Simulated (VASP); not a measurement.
The system is CsSc3Fe.

```
Cs Sc Fe
1.0
     4.76683    0.00000    0.00000
     0.00000    4.76683    0.00000
     0.00000    0.00000    4.76683
Cs Sc Fe
1 3 1
Direct
  0.00000 0.00000 0.00000
  0.00000 0.50000 0.50000
  0.50000 0.00000 0.50000
  0.50000 0.50000 0.00000
  0.50000 0.50000 0.50000
```

* Program: VASP 6.6.1
* Task: relaxation of cell and atoms
* Functional: PBE
* Potentials or basis: VASP PAW PBE potentials, release 64 (Cs_sv, Sc_sv, Fe)
* Cutoff: 600 eV
* k mesh: 4 × 4 × 4
* Occupations: gaussian, width 0.1 eV
* Spin: no spin polarisation

At the start: pressure 13.4 GPa; volume 21.66 Å³/atom.

Where does the relaxation end?

Over 3 steps the energy falls by 185.9 meV/atom and the volume is 26.88 Å³/atom (+24.1 %); space group Pm-3m (No. 221, to 0.05 Å).

Step by step:
| step | energy change (eV) | largest force (eV/Å) | pressure (GPa) | volume (Å³) |
| --- | --- | --- | --- | --- |
| 1 | 0.0000 | 0.0000 | 13.36 | 108.31 |
| 2 | -0.9114 | 0.0000 | -1.29 | 139.17 |
| 3 | -0.9297 | 0.0000 | 0.10 | 134.39 |

Final structure:
```
Cs Sc Fe
1.0
     5.12216    0.00000    0.00000
     0.00000    5.12216    0.00000
     0.00000    0.00000    5.12216
Cs Sc Fe
1 3 1
Direct
  0.00000 0.00000 0.00000
  0.00000 0.50000 0.50000
  0.50000 0.00000 0.50000
  0.50000 0.50000 0.00000
  0.50000 0.50000 0.50000
```

Caveat: the volume moved by over 15 % at a fixed basis, so the end points are rough.
